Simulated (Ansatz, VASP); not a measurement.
I: VASP beside Ansatz

INCAR

```
SYSTEM = I
PREC     = Accurate       ! precision mode
ENCUT    = 520            ! plane-wave cutoff, eV
EDIFF    = 1E-8           ! SCF threshold, eV
ISMEAR   = -1             ! smearing method
SIGMA    = 0.05           ! smearing width, eV
LREAL    = .False.        ! projectors in reciprocal space
LASPH    = .True.         ! aspherical terms in the spheres
NELM     = 60             ! most SCF steps
ALGO     = Normal         ! electronic algorithm
ISIF     = 2              ! what is computed and relaxed
LWAVE    = .False.        ! write WAVECAR
LCHARG   = .False.        ! write CHGCAR
GGA      = PE             ! functional
LEFG     = .True.       
NBANDS   = 14             ! bands
```

KPOINTS

```
regular mesh
0
Gamma
  15 15 8
  0 0 0
```

File POSCAR:

```
I
1.0
    4.2539388363      0.0000000000      0.0000000000
   -2.1269694182      3.6840190984      0.0000000000
    0.0000000000      0.0000000000      4.8500964084
I
2
Direct
    0.3333333333      0.6666666667      0.2500000000
    0.6666666667      0.3333333333      0.7500000000
```

Input for Ansatz:

```yaml
crystal:
  lattice:
    - [4.2539388363, 0.0, 0.0]
    - [-2.1269694182, 3.6840190984, 0.0]
    - [0.0, 0.0, 4.8500964084]
  atoms:
    - { symbol: I, position: [0.3333333333, 0.6666666667, 0.25] }
    - { symbol: I, position: [0.6666666667, 0.3333333333, 0.75] }
kpoints:
  mp_grid: { grid: [15, 15, 8] }
scf:
  occupations: { method: fermi_dirac, width: 0.05 }
hamiltonian:
  xc: pbe
  pseudopotentials: { kind: paw }
output:
  forces: true
  stress: true
  eigenvalues: true
  efg: { contact_densities: true }
```

Change from the starting cell: volume scaled by 0.98, PAW files.

Alike in both runs: task electric field gradients; functional PBE; k mesh 15 × 15 × 8; occupations fermi-dirac, width 0.05 eV; no spin polarisation.

```csv
,VASP,Ansatz
version,VASP 6.6.1,Ansatz 0.2.0
potentials or method,"VASP PAW PBE potentials, release 64 (I)","PAW with Ansatz's default frozen-core files, scalar-relativistic"
plane-wave cutoff (eV),520,420
valence electrons in the cell,14,34
```

Ansatz gave:

| Quantity | Value |
| --- | --- |
| pressure (GPa) | 0.5 |
| traceless stress, the component that is largest in VASP (GPa) | 0.21 |
| size of Vzz on the site where it differs most (V/Å²) | 415.1 |

Q: Estimate VASP's values.

A: Pressure (GPa): 0.5; traceless stress, the component that is largest in VASP (GPa): 0.20; size of Vzz on the site where it differs most (V/Å²): 405.2.

With one functional, cell and mesh, what is left measures potentials, basis and numerics. VASP's potentials hold 14 valence electrons a cell and Ansatz's 34, so a difference there can come from the potentials and not from the codes.

Neither program's run includes spin-orbit coupling.
